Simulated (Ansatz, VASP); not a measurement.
One calculation of BaO3, two programs

```
Ba O
1.0
     0.00000    3.15058    3.15058
     3.15058    0.00000    3.15058
     3.15058    3.15058    0.00000
Ba O
1 3
Direct
  0.50000 0.50000 0.50000
  0.25000 0.25000 0.25000
  0.75000 0.75000 0.75000
  0.00000 0.00000 0.00000
```

Alike in both runs: functional PBE; k mesh 12 × 12 × 12; occupations gaussian, width 0.1 eV; collinear spin.

Ansatz relaxed the structure, and its values are those at the end. VASP's run is a single point on that final structure, the one shown.

```csv
,VASP,Ansatz
version,VASP 6.6.1,Ansatz 0.2.0
potentials or method,"VASP PAW PBE potentials, release 64 (Ba_sv, O), cutoff 520 eV","scalar-relativistic, plane waves, PAW"
valence electrons in the cell,28,28
```

|  | VASP | Ansatz | Ansatz less VASP |
| --- | --- | --- | --- |
| gap on the k mesh at the Fermi level (eV) | none | none | - |
| pressure (GPa) | 1.1 | 0.0 | -1.11 |
| net moment per atom (μB) | 1.00 | 1.00 | 0.000 |
| size of the moment on the site where the two differ most (μB) | 1.31 | 1.54 | +0.239 |

Site moments also hang on the region over which each program counts them. A gap of «none» marks a metal or a gap that the smearing closes. The functional is the same, so the differences come from potentials, cutoffs and numerics.

Neither program's run includes spin-orbit coupling.
